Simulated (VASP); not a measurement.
# Mg3SiO (Pm-3m) in VASP: further runs

Mg3SiO is run at these levels: r2SCAN; tasks: single point.

Program: VASP 6.6.1. These are calculated values, not measurements. Logs are shortened: lines on timing, memory, paths and dates and some standing lists are left out, and cuts for length are marked.

**1. The cell of the first run**

It takes space group Pm-3m (No. 221, cubic). The conventional cell has a = 4.184 Å, b = 4.184 Å, c = 4.184 Å, α = 90.00°, β = 90.00°, γ = 90.00°. Si (site symmetry m-3m) has 12 Mg at 2.96 Å and 8 O at 3.62 Å within 3.9 Å. Within 2.8 Å of O (site symmetry m-3m) lie 6 Mg at 2.09 Å. Mg (site symmetry 4/mmm) has 2 O at 2.09 Å within 2.8 Å.

**2. Single point, r2SCAN**

POSCAR

```
Mg3SiO
1.0
    4.1836345484      0.0000000000      0.0000000000
    0.0000000000      4.1836345484      0.0000000000
    0.0000000000      0.0000000000      4.1836345484
Si O Mg
1 1 3
Direct
    0.0000000000      0.0000000000      0.0000000000
    0.5000000000      0.5000000000      0.5000000000
    0.5000000000      0.5000000000      0.0000000000
    0.5000000000      0.0000000000      0.5000000000
    0.0000000000      0.5000000000      0.5000000000
```

INCAR.step1

```
SYSTEM = Mg3SiO
ALGO = Normal
EDIFF = 1E-4
ENCUT = 520
GGA = PE
ISMEAR = -1
LASPH = .True.
LCHARG = .False.
LREAL = .False.
LWAVE = .True.
NBANDS = 16
NELM = 80
PREC = Accurate
SIGMA = 0.02
```

INCAR.step2

```
SYSTEM = Mg3SiO
ALGO = Normal
EDIFF = 1E-6
ENCUT = 520
ISIF = 2
ISMEAR = -1
ISTART = 1
LASPH = .True.
LCHARG = .True.
LELF = .True.
LMIXTAU = .True.
LREAL = .False.
LVHAR = .True.
LWAVE = .False.
METAGGA = R2SCAN
NBANDS = 16
NELM = 80
PREC = Accurate
SIGMA = 0.02
```

KPOINTS

```
k-points
0
Gamma
  6 6 6
  0 0 0
```

Potentials or basis: VASP PAW PBE potentials, release 64 (Si, O, Mg).

Launch:

```console
$ cat potpaw_PBE.64/Si/POTCAR potpaw_PBE.64/O/POTCAR potpaw_PBE.64/Mg/POTCAR > POTCAR
$ cp INCAR.step1 INCAR
$ mpirun -np 1 vasp_std > vasp.out
$ cp INCAR.step2 INCAR
$ mpirun -np 1 vasp_std > vasp.out
```

OUTCAR:

```text
SYSTEM = Mg3SiO
   EDIFF = 1E-6
   ENCUT = 520
   ISIF = 2
   ISMEAR = -1
   ISTART = 1
   LASPH = .True.
   LREAL = .False.
   METAGGA = R2SCAN
   NELM = 80
   PREC = Accurate

 ion  position               nearest neighbor table
   1  0.000  0.000  0.000-   3 2.96   4 2.96   5 2.96   4 2.96   5 2.96   3 2.96   5 2.96   5 2.96
                             3 2.96   4 2.96   4 2.96   3 2.96
   2  0.500  0.500  0.500-   3 2.09   4 2.09   5 2.09   3 2.09   4 2.09   5 2.09
   3  0.500  0.500  0.000-   2 2.09   2 2.09   4 2.96   5 2.96   1 2.96   4 2.96   5 2.96   1 2.96
                             4 2.96   4 2.96   1 2.96   5 2.96   5 2.96   1 2.96
   4  0.500  0.000  0.500-   2 2.09   2 2.09   3 2.96   5 2.96   1 2.96   3 2.96   1 2.96   3 2.96
                             5 2.96   3 2.96   1 2.96   5 2.96   1 2.96   5 2.96
   5  0.000  0.500  0.500-   2 2.09   2 2.09   3 2.96   4 2.96   1 2.96   3 2.96   1 2.96   4 2.96
                             1 2.96   1 2.96   3 2.96   4 2.96   3 2.96   4 2.96

  LATTYP: Found a simple cubic cell.
 ALAT       =     4.1836345484

  Lattice vectors:

 A1 = (   4.1836345484,   0.0000000000,   0.0000000000)
 A2 = (   0.0000000000,   4.1836345484,   0.0000000000)
 A3 = (   0.0000000000,   0.0000000000,   4.1836345484)

Analysis of symmetry for initial positions (statically):
=====================================================================
 Subroutine PRICEL returns:
 Original cell was already a primitive cell.

 Routine SETGRP: Setting up the symmetry group for a
 simple cubic supercell.

 Subroutine GETGRP returns: Found 48 space group operations
 (whereof 48 operations were pure point group operations)
 out of a pool of 48 trial point group operations.

The static configuration has the point symmetry O_h .

Analysis of symmetry for dynamics (positions and initial velocities):
=====================================================================
 Subroutine PRICEL returns:
 Original cell was already a primitive cell.

 Routine SETGRP: Setting up the symmetry group for a
 simple cubic supercell.

 Subroutine GETGRP returns: Found 48 space group operations
 (whereof 48 operations were pure point group operations)
 out of a pool of 48 trial point group operations.

The dynamic configuration has the point symmetry O_h .

 Subroutine INISYM returns: Found 48 space group operations
 (whereof 48 operations are pure point group operations),
 and found     1 'primitive' translations

----------------------------------------------------------------------------------------

                                     Primitive cell

  volume of cell :      73.2253

  direct lattice vectors                    reciprocal lattice vectors
     4.183634548  0.000000000  0.000000000     0.239026614  0.000000000  0.000000000
     0.000000000  4.183634548  0.000000000     0.000000000  0.239026614  0.000000000
     0.000000000  0.000000000  4.183634548     0.000000000  0.000000000  0.239026614

  length of vectors
     4.183634548  4.183634548  4.183634548     0.239026614  0.239026614  0.239026614

  position of ions in fractional coordinates (direct lattice)
     0.000000000  0.000000000  0.000000000
     0.500000000  0.500000000  0.500000000
     0.500000000  0.500000000  0.000000000
     0.500000000  0.000000000  0.500000000
     0.000000000  0.500000000  0.500000000

  ion indices of the primitive-cell ions
   primitive index   ion index
                 1           1
                 2           2
                 3           3
                 4           4
                 5           5

----------------------------------------------------------------------------------------

 KPOINTS: k-points

Automatic generation of k-mesh.
 Grid dimensions read from file:
 generate k-points for:    6    6    6

 Generating k-lattice:

  Cartesian coordinates                     Fractional coordinates (reciprocal lattice)
     0.039837769  0.000000000  0.000000000     0.166666667  0.000000000  0.000000000
     0.000000000  0.039837769  0.000000000     0.000000000  0.166666667  0.000000000
     0.000000000  0.000000000  0.039837769     0.000000000  0.000000000  0.166666667

  Length of vectors
     0.039837769  0.039837769  0.039837769

  Shift w.r.t. Gamma in fractional coordinates (k-lattice)
     0.000000000  0.000000000  0.000000000

 Subroutine IBZKPT returns following result:
 ===========================================

 Found     20 irreducible k-points:

 Following reciprocal coordinates:
            Coordinates               Weight
  0.000000  0.000000  0.000000      1.000000
  0.166667  0.000000  0.000000      6.000000
  0.333333  0.000000  0.000000      6.000000
  0.500000  0.000000  0.000000      3.000000
  0.166667  0.166667  0.000000     12.000000
  0.333333  0.166667  0.000000     24.000000
[... 12 lines left out ...]
  0.500000  0.500000  0.333333      6.000000
  0.500000  0.500000  0.500000      1.000000
   k-points           NKPTS =     20   k-points in BZ     NKDIM =     20   number of bands    NBANDS=     16
   number of dos      NEDOS =    301   number of ions     NIONS =      5
   total plane-waves  NPLWV =  32768
   dimension x,y,z NGX =    32 NGY =   32 NGZ =   32
   dimension x,y,z NGXF=    64 NGYF=   64 NGZF=   64
   ions per type =               1   1   3
   NGX,Y,Z   is equivalent  to a cutoff of  12.72, 12.72, 12.72 a.u.
   NGXF,Y,Z  is equivalent  to a cutoff of  25.43, 25.43, 25.43 a.u.
 SYSTEM =  Mg3SiO
   PREC   = accura    normal or accurate (medium, high low for compatibility)
   ISTART =      1    job   : 0-new  1-cont  2-samecut
   ICHARG =      0    charge: 1-file 2-atom 10-const
   ISPIN  =      1    spin polarized calculation?
   LNONCOLLINEAR =      F non collinear calculations
   LSORBIT =      F    spin-orbit coupling
   LASPH  =      T    aspherical Exc in radial PAW
   ENCUT  =  520.0 eV  38.22 Ry    6.18 a.u.   7.78  7.78  7.78*2*pi/ulx,y,z
   NELM   =     80;   NELMIN=  2; NELMDL=  0     # of ELM steps
   EDIFF  = 0.1E-05   stopping-criterion for ELM
   LREAL  =      F    real-space projection
   EDIFFG = 0.1E-04   stopping-criterion for IOM
   NSW    =      0    number of steps for IOM
   IBRION =     -1    ionic relax: 0-MD 1-quasi-New 2-CG
   NFREE  =      0    steps in history (QN), initial steepest desc. (CG)
   ISIF   =      2    stress and relaxation
   ISYM   =      2    0-nonsym 1-usesym 2-fastsym
   POTIM  = 0.5000    time-step for ionic-motion
   TEBEG  =    0.0;   TEEND  =   0.0 temperature during run
   PSTRESS=    0.0 pullay stress
   NELECT =      16.0000    total number of electrons
   NUPDOWN=      -1.0000    fix difference up-down
   EMIN   =  10.00;   EMAX   =-10.00  energy-range for DOS
   EFERMI =   0.00;   METHOD = LEGACY
   ISMEAR =    -1;   SIGMA  =   0.02  broadening in eV -4-tet -1-fermi 0-gaus
   EFERMI_NEDOS =   21; number of points for ismear=-14 and -15
   IALGO  =     38    algorithm
   IMIX   =      4    mixing-type and parameters
     AMIX     =   0.40;   BMIX     =  1.00
     AMIX_MAG =   1.60;   BMIX_MAG =  1.00
  volume/ion in A,a.u.               =      14.65        98.83
  Fermi-wavevector in a.u.,A,eV,Ry     =   0.986040  1.863345 13.228596  0.972274
  Thomas-Fermi vector in A             =   2.117391
   LORBIT       =      0    0 simple, 1 ext, 2 COOP (PROOUT), +10 PAW based schemes
   METAGGA = R2SCAN    functional components
   LHFCALC =     F    Hartree Fock is set to
   AEXX    =    0.0000 exact exchange contribution
   IVDW    =     0    specifies the selected vdW correction
   LEPSILON=     F    determine dielectric tensor
   LRPA    =     F    only Hartree local field effects (RPA)
 non-spin polarized calculation
  energy-cutoff  :      520.00
  volume of cell :       73.23
 maximum number of plane-waves:      2000
 NGX is ok and might be reduce to    32
   NGX = 15   NGY = 15   NGZ = 15

 number of electron      16.0000000 magnetization

 Free energy of the ion-electron system (eV)
  ---------------------------------------------------
  ext. energy  EPLUGINS =         0.00000000
  ---------------------------------------------------
  free energy    TOTEN  =       -32.81703862 eV

  energy without entropy =      -32.81702306  energy(sigma->0) =      -32.81703084

 E-fermi :   5.6582     XC(G=0): -10.4385

 val. band max:        5.5256899444   @ k =   0.5000   0.5000   0.0000
 cond. band min:       5.7846410004   @ k =   0.5000   0.5000   0.0000
 fundamental gap:      0.2589510559
 Fermi energy:         5.6582324895

 k-point     1 :       0.0000    0.0000    0.0000
  band No.  band energies     occupation
      1     -16.0606      2.00000
      2      -3.8063      2.00000
      3      -1.0587      2.00000
      4      -1.0587      2.00000
      5      -1.0587      2.00000
      6       5.0860      2.00000
[... 8 lines left out ...]
     15      14.4213      0.00000
     16      14.4213      0.00000

 k-point     2 :       0.1667    0.0000    0.0000
  band No.  band energies     occupation
      1     -16.0432      2.00000
      2      -3.7791      2.00000
      3      -1.0229      2.00000
      4      -1.0229      2.00000
      5      -1.0170      2.00000
      6       3.5010      2.00000
[... 8 lines left out ...]
     15      13.2004      0.00000
     16      14.4280      0.00000

 k-point     3 :       0.3333    0.0000    0.0000
  band No.  band energies     occupation
      1     -16.0078      2.00000
      2      -3.7544      2.00000
      3      -0.9486      2.00000
      4      -0.9486      2.00000
      5      -0.7049      2.00000
      6       1.7019      2.00000
[... 8 lines left out ...]
     15      12.7068      0.00000
     16      12.9000      0.00000

 k-point     4 :       0.5000    0.0000    0.0000
  band No.  band energies     occupation
      1     -15.9900      2.00000
      2      -3.7585      2.00000
      3      -0.9099      2.00000
      4      -0.9099      2.00000
      5      -0.1438      2.00000
      6       0.6068      2.00000
[... 8 lines left out ...]
     15      13.7132      0.00000
     16      13.8401      0.00000

 k-point     5 :       0.1667    0.1667    0.0000
  band No.  band energies     occupation
      1     -16.0260      2.00000
      2      -3.7088      2.00000
      3      -1.3084      2.00000
      4      -0.9911      2.00000
      5      -0.7240      2.00000
      6       3.3339      2.00000
[... 8 lines left out ...]
     15      13.5280      0.00000
     16      13.8917      0.00000

 k-point     6 :       0.3333    0.1667    0.0000
  band No.  band energies     occupation
      1     -15.9913      2.00000
      2      -3.5930      2.00000
      3      -1.3875      2.00000
      4      -0.9253      2.00000
      5      -0.4872      2.00000
      6       1.8675      2.00000
[... 8 lines left out ...]
     15      12.3749      0.00000
     16      13.5117      0.00000
[... 191 lines left out ...]
 k-point    17 :       0.3333    0.3333    0.3333
  band No.  band energies     occupation
      1     -15.9098      2.00000
      2      -2.5870      2.00000
      3      -1.4948      2.00000
      4      -1.4948      2.00000
      5      -0.8546      2.00000
      6       2.5059      2.00000
[... 8 lines left out ...]
     15      13.7554      0.00000
     16      15.7567      0.00000

 k-point    18 :       0.5000    0.3333    0.3333
  band No.  band energies     occupation
      1     -15.8938      2.00000
      2      -2.2678      2.00000
      3      -1.5968      2.00000
      4      -1.3830      2.00000
      5      -1.1082      2.00000
      6       2.1703      2.00000
[... 8 lines left out ...]
     15      15.7417      0.00000
     16      15.8585      0.00000

 k-point    19 :       0.5000    0.5000    0.3333
  band No.  band energies     occupation
      1     -15.8778      2.00000
      2      -1.6685      2.00000
      3      -1.6685      2.00000
      4      -1.4925      2.00000
      5      -1.3744      2.00000
      6       2.1212      2.00000
[... 8 lines left out ...]
     15      15.7221      0.00000
     16      16.9560      0.00000

 k-point    20 :       0.5000    0.5000    0.5000
  band No.  band energies     occupation
      1     -15.8619      2.00000
      2      -1.5328      2.00000
      3      -1.5328      2.00000
      4      -1.5328      2.00000
      5      -1.1644      2.00000
      6       1.8942      2.00000
[... 8 lines left out ...]
     15      15.8216      0.00000
     16      17.3332      0.00000

------------------------ aborting loop because EDIFF is reached ----------------------------------------

  FORCE on cell =-STRESS in cart. coord.  units (eV):
  Direction    XX          YY          ZZ          XY          YZ          ZX
  --------------------------------------------------------------------------------------
  -------------------------------------------------------------------------------------
  Total       -0.2560359     -0.2560359     -0.2560359     -0.0000000      0.0000000     -0.0000000
  in kB       -5.6020908     -5.6020908     -5.6020908     -0.0000000      0.0000000     -0.0000000
  external PRESSURE =      -5.6020908 kB  Pullay stress =       0.0000000 kB

 VOLUME and BASIS-vectors are now :
 -----------------------------------------------------------------------------
  energy-cutoff  :      520.00
  volume of cell :       73.23
      direct lattice vectors                 reciprocal lattice vectors
     4.183634548  0.000000000  0.000000000     0.239026614  0.000000000  0.000000000
     0.000000000  4.183634548  0.000000000     0.000000000  0.239026614  0.000000000
     0.000000000  0.000000000  4.183634548     0.000000000  0.000000000  0.239026614

 POSITION                                       TOTAL-FORCE (eV/Angst)
 -----------------------------------------------------------------------------------
      0.00000      0.00000      0.00000         0.000000      0.000000      0.000000
      2.09182      2.09182      2.09182         0.000000      0.000000      0.000000
      2.09182      2.09182      0.00000         0.000000      0.000000      0.000000
      2.09182      0.00000      2.09182         0.000000      0.000000      0.000000
      0.00000      2.09182      2.09182         0.000000      0.000000      0.000000
 -----------------------------------------------------------------------------------
    total drift:                                0.000000      0.000000     -0.000000

  FREE ENERGIE OF THE ION-ELECTRON SYSTEM (eV)
  ---------------------------------------------------
  free  energy   TOTEN  =       -32.8170386204 eV

  energy  without entropy=      -32.8170230602  energy(sigma->0) =      -32.81703084
```

Run time: 46 s. Hardware: 1 thread of Intel Xeon Platinum 8488C (Sapphire Rapids), shared host; peak memory 0.19 GiB.

Results:

| Quantity | Value |
| --- | --- |
| Free energy | -32.8170 eV |
| Pressure | -0.6 GPa |
| Band gap on the k mesh | 0.26 eV |

Caveat: the PAW data sets were made with another functional, which shifts forces and pressure a little.

(Part 1 of 2 ends here.)
